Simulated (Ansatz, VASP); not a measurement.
Two plane-wave programs on AgBr

```
Ag Br
1.0
     0.00000    2.66441    2.66441
     2.66441    0.00000    2.66441
     2.66441    2.66441    0.00000
Ag Br
1 1
Direct
  0.00000 0.00000 0.00000
  0.50000 0.50000 0.50000
```

Alike in both runs: functional PBE; k mesh 9 × 9 × 9; occupations fermi-dirac, width 0.03 eV; no spin polarisation.

Ansatz relaxed the structure, and its values are those at the end. VASP's run is a single point on that final structure, the one shown.

|  | VASP | Ansatz |
| --- | --- | --- |
| version | VASP 6.6.1 | Ansatz 0.2.0 |
| potentials or method | VASP PAW PBE potentials, release 64 (Ag, Br) | PAW with Ansatz's default frozen-core files, scalar-relativistic |
| plane-wave cutoff (eV) | 500 | 420 |
| valence electrons in the cell | 18 | 26 |

Ansatz gave:

```
pressure (GPa) : 22.3
```

Q: Estimate VASP's values.

A: Pressure (GPa): 22.2.

The functional is the same, so the differences come from potentials, cutoffs and numerics. VASP's potentials hold 18 valence electrons a cell and Ansatz's 26, so a difference there can come from the potentials and not from the codes. Ansatz's warnings: stress scf threshold loose.
